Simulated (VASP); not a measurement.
Set up this calculation in VASP 6.6.1, as the native input.

```
Task                               : single point
Functional                         : PBE-based screened hybrid
Potentials or basis                : VASP PAW PBE potentials, release 64 (Pd)
Cutoff                             : 520 eV
k mesh                             : 6 × 6 × 3
Occupations                        : fermi-dirac, width 0.05 eV
Spin                               : no spin polarisation
Dipole correction                  : no
Grid for exact exchange (PRECFOCK) : Normal
Share of exact exchange            : 0.25
Further INCAR settings             : ALGO = Normal; EDIFF = 1e-06; NBANDS = 17
Screening parameter                : 0.3 1/Å
```

Pd:

```xyz
2
Lattice="2.7837 0.0000 0.0000 -1.3918 2.4107 0.0000 0.0000 0.0000 4.6289" Properties=species:S:1:pos:R:3 pbc="T T T"
Pd    0.0000    1.6071    1.1572
Pd    1.3918    0.8036    3.4717
```

One way to write it, as run:

POSCAR

```
Pd
1.0
    2.7836650458      0.0000000000      0.0000000000
   -1.3918325229      2.4107246453      0.0000000000
    0.0000000000      0.0000000000      4.6288930000
Pd
2
Direct
    0.3333333333      0.6666666667      0.2500000000
    0.6666666667      0.3333333333      0.7500000000
```

INCAR.step1

```
SYSTEM = Pd
PREC = Accurate
ENCUT = 520
EDIFF = 1E-5
ISMEAR = -1
SIGMA = 0.05
LREAL = .FALSE.
LASPH = .TRUE.
NELM = 60
ALGO = Normal
ISIF = 2
LWAVE = .TRUE.
LCHARG = .FALSE.
NBANDS = 17
GGA = PE
```

INCAR.step2

```
SYSTEM = Pd
PREC = Accurate
ENCUT = 520
EDIFF = 1E-6
ISMEAR = -1
SIGMA = 0.05
LREAL = .FALSE.
LASPH = .TRUE.
NELM = 60
ALGO = Normal
ISIF = 2
LWAVE = .FALSE.
LCHARG = .FALSE.
GGA = PE
LHFCALC = .TRUE.
AEXX = 0.25
HFSCREEN = 0.3
PRECFOCK = Normal
NBANDS = 17
ISTART = 1
```

KPOINTS

```
regular mesh
0
G
  6 6 3
  0 0 0
```

Potentials or basis: VASP PAW PBE potentials, release 64 (Pd).

Command:

```sh
$ cat potpaw_PBE.64/Pd/POTCAR > POTCAR
$ cp INCAR.step1 INCAR
$ mpirun -np 1 vasp_std > vasp.out
$ cp INCAR.step2 INCAR
$ mpirun -np 1 vasp_std > vasp.out
```

It gave:

```
Pressure               : -6.6 GPa
Band gap on the k mesh : zero (band 10 reaches 8.41 eV, above the bottom of band 11 at 7.58 eV)
```

Caveat: the k points lie up to 0.45 Å⁻¹ apart; the PAW data sets were made with another functional, which shifts forces and pressure a little.

It took 11 min on 1 thread of Intel(R) Xeon(R) Platinum 8488C (Sapphire Rapids), with other jobs on the host, peak memory 0.25 GiB.
